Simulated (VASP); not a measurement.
Here is a VASP 6.6.1 calculation.

Contents of INCAR:

```
SYSTEM = SrPd5
  PREC = Accurate
  ENCUT = 520
  EDIFF = 1E-6
  ISMEAR = -1
  SIGMA = 0.1
  LREAL = .FALSE.
  LASPH = .TRUE.
  NELM = 60
  ALGO = Normal
  ISIF = 2
  LWAVE = .FALSE.
  LCHARG = .TRUE.
  LELF = .TRUE.
  LVHAR = .TRUE.
  NBANDS = 39
```

Contents of KPOINTS:

```
regular mesh
0
G
  3 3 3
  0 0 0
```

The input POSCAR:

```
SrPd5
1.0
    5.3830000000      0.0000000000      0.0000000000
   -2.6915000000      4.6618100000      0.0000000000
    0.0000000000      0.0000000000      4.3920000000
Sr Pd
1 5
Direct
    0.0000000000      0.0000000000      0.0000000000
    0.3333333333      0.6666666667      0.0000000000
    0.6666666667      0.3333333333      0.0000000000
    0.5000000000      0.0000000000      0.5000000000
    0.5000000000      0.5000000000      0.5000000000
    0.0000000000      0.5000000000      0.5000000000
```

Potentials or basis: VASP PAW LDA potentials, release 64 (Sr_sv, Pd).

Launch:

```bash
$ cat potpaw_LDA.64/Sr_sv/POTCAR potpaw_LDA.64/Pd/POTCAR > POTCAR
$ mpirun -np 1 vasp_std > vasp.out
```

(1) Estimate the pressure.

(2) What does it give for the band gap on the k mesh?

Answers

(1) -6.5 GPa.

(2) zero (band 30 reaches 7.16 eV, above the bottom of band 31 at 6.28 eV).

Caveat: the k points lie up to 0.48 Å⁻¹ apart.
